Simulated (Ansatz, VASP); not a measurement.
# Two plane-wave programs on Pd

```xyz
8
Lattice="4.9273 0.0000 0.0000 0.0000 4.9273 0.0000 0.0000 0.0000 4.9273" Properties=species:S:1:pos:R:3 pbc="T T T"
Pd    2.4636    2.4636    2.4636
Pd    0.0000    0.0000    0.0000
Pd    1.2318    0.0000    2.4636
Pd    2.4636    1.2318    0.0000
Pd    2.4636    3.6955    0.0000
Pd    3.6955    0.0000    2.4636
Pd    0.0000    2.4636    3.6955
Pd    0.0000    2.4636    1.2318
```

Alike in both runs: functional PBEsol; k mesh 8 × 8 × 8; occupations gaussian, width 0.1 eV; no spin polarisation.

Ansatz relaxed the structure, and its values are those at the end. VASP's run is a single point on that final structure, the one shown.

|  | VASP | Ansatz |
| --- | --- | --- |
| version | VASP 6.6.1 | Ansatz 0.2.0 |
| potentials or method | VASP PAW PBE potentials, release 64 (Pd), cutoff 520 eV | scalar-relativistic, plane waves, PAW |
| valence electrons in the cell | 80 | 144 |

|  | VASP | Ansatz | Ansatz less VASP |
| --- | --- | --- | --- |
| gap on the k mesh at the Fermi level (eV) | none | none | - |
| pressure (GPa) | -0.4 | 0.0 | +0.43 |

VASP's potentials were made for PBE, not for PBEsol. A gap of «none» marks a metal or a gap that the smearing closes. The functional is the same, so the differences come from potentials, cutoffs and numerics. VASP's potentials hold 80 valence electrons a cell and Ansatz's 144, so a difference there can come from the potentials and not from the codes.
